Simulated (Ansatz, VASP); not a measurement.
# Two plane-wave programs on Be3CCl2

INCAR

```
ALGO     = Normal         # electronic algorithm
EDIFF    = 1E-6           # SCF threshold, eV
EDIFFG   = -0.01          # ionic threshold
ENCUT    = 600            # plane-wave cutoff, eV
GGA      = PE             # functional
IBRION   = 2              # ionic algorithm
ISIF     = 3              # what is computed and relaxed
ISMEAR   = 0              # smearing method
LASPH    = T              # aspherical terms in the spheres
LCHARG   = F              # write CHGCAR
LREAL    = F              # projectors in reciprocal space
LWAVE    = F              # write WAVECAR
NELM     = 60             # most SCF steps
NSW      = 100            # ionic steps
PREC     = Accurate       # precision mode
SIGMA    = 0.02           # smearing width, eV
```

KPOINTS

```
k-points
0
Gamma
  12 12 4
```

POSCAR

```
Be3CCl2
1.0
    3.1045865745      0.0000000000      0.0000000000
   -1.5522932872      2.6886508417      0.0000000000
    0.0000000000      0.0000000000     10.8962831756
Be C Cl
3 1 2
Direct
    0.3333333333      0.6666666667      0.9610523927
    0.6666666667      0.3333333333      0.0389476073
    0.0000000000      0.0000000000      0.5000000000
    0.0000000000      0.0000000000      0.0000000000
    0.3333333333      0.6666666667      0.3819141298
    0.6666666667      0.3333333333      0.6180858702
```

Input for Ansatz:

```yaml
crystal:
  lattice:
    - [3.1045865745, 0.0, 0.0]
    - [-1.5522932872, 2.6886508417, 0.0]
    - [0.0, 0.0, 10.8962831756]
  atoms:
    - { symbol: Be, position: [0.3333333333, 0.6666666667, 0.9610523927] }
    - { symbol: Be, position: [0.6666666667, 0.3333333333, 0.0389476073] }
    - { symbol: Be, position: [0.0, 0.0, 0.5] }
    - { symbol: C, position: [0.0, 0.0, 0.0] }
    - { symbol: Cl, position: [0.3333333333, 0.6666666667, 0.3819141298] }
    - { symbol: Cl, position: [0.6666666667, 0.3333333333, 0.6180858702] }
basis:
  ecutwfc: 420
kpoints:
  mp_grid: { grid: [12, 12, 4] }
hamiltonian:
  xc: pbe
scf:
  occupations: { method: gaussian, width: 0.02 }
output:
  forces: true
  stress: true
  eigenvalues: true
relax:
  adjacent_minimum: "off"
  f_tol: 0.01
  max_steps: 80
  cell: { stress_tol: 0.05 }
```

Alike in both runs: task relaxation of cell and atoms; functional PBE; k mesh 12 × 12 × 4; occupations gaussian, width 0.02 eV; no spin polarisation.

|  | VASP | Ansatz |
| --- | --- | --- |
| version | VASP 6.6.1 | Ansatz 0.2.0 |
| potentials or method | VASP PAW PBE potentials, release 64 (Be, C, Cl), cutoff 600 eV | scalar-relativistic, plane waves, PAW |
| valence electrons in the cell | 24 | 24 |

```tsv
	VASP	Ansatz	Ansatz less VASP
gap on the k mesh at the Fermi level, each at its own relaxed structure (eV)	2.29	2.29	+0.006
relaxed volume (Å³/atom)	15.60	15.92	+0.322
relaxed cell length with the largest relative difference (Å)	11.226	11.452	+0.2262
```
